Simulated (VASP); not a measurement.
Runs of VASP 6.6.1 on TiSb. The structure is that of space group P6_3/mmc (No. 194), or close to it. The cells are those of the table. 

| cell | gap on the mesh (eV) | pressure (GPa) |
| --- | --- | --- |
| a = 4.117, b = 4.117, c = 6.304 Å, angles 90.0, 90.0, 120.0°, 4 atoms | none | -8.9 |
| a = 4.076, b = 4.076, c = 6.241 Å, angles 90.0, 90.0, 120.0°, 4 atoms | none | (a) |
| a = 4.157, b = 4.157, c = 6.366 Å, angles 90.0, 90.0, 120.0°, 4 atoms | none | -10.7 |
| a = 4.020, b = 4.020, c = 6.155 Å, angles 90.0, 90.0, 120.0°, 4 atoms | none | -3.3 |

Alike in all rows: task electric field gradients; level LDA; potentials or basis VASP PAW LDA potentials, release 64 (Ti_sv, Sb); no spin polarisation; k mesh 12 × 12 × 7; cutoff (eV) 520; smearing fermi-dirac 0.03 eV.

Question: Fill in the values left out.

Answer: (a) -6.8.

Caveats: the cell stands under tension; spin-orbit coupling is left out, which moves the levels of the heavy elements.

A k mesh can miss the band edges, and the runs leave out spin-orbit coupling on Sb.

A gap of «none» marks levels without a gap at the run's occupations.
